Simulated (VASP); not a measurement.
Here is a VASP 6.6.1 calculation.

INCAR

```
SYSTEM = KCl
ALGO = Normal
EDIFF = 1E-6
ENCUT = 520
GGA = PE
ISIF = 2
ISMEAR = -1
LASPH = .TRUE.
LCHARG = .FALSE.
LREAL = .FALSE.
LWAVE = .FALSE.
NBANDS = 15
NELM = 60
PREC = Accurate
SIGMA = 0.02
```

Contents of KPOINTS:

```
k-points
0
G
  8 8 8
  0 0 0
```

POSCAR

```
KCl
1.0
    3.7711682906      0.0279066454      0.0000000000
    0.0279066454      3.7711682906      0.0000000000
    0.0000000000      0.0000000000      3.7711682906
K Cl
1 1
Direct
    0.0000000000      0.0000000000      0.0000000000
    0.5000000000      0.5000000000      0.5000000000
```

Potentials or basis: VASP PAW PBE potentials, release 64 (K_sv, Cl).

Run with:

```bash
$ cat potpaw_PBE.64/K_sv/POTCAR potpaw_PBE.64/Cl/POTCAR > POTCAR
$ mpirun -np 1 vasp_std > vasp.out
```

(1) Estimate the pressure.

(2) Predict the band gap on the k mesh.

Answers

(1) 1.1 GPa.

(2) 5.03 eV, indirect (least direct gap 5.23 eV).

Caveat: the cell differs from its parent crystal (shear xy strain +1.5%).
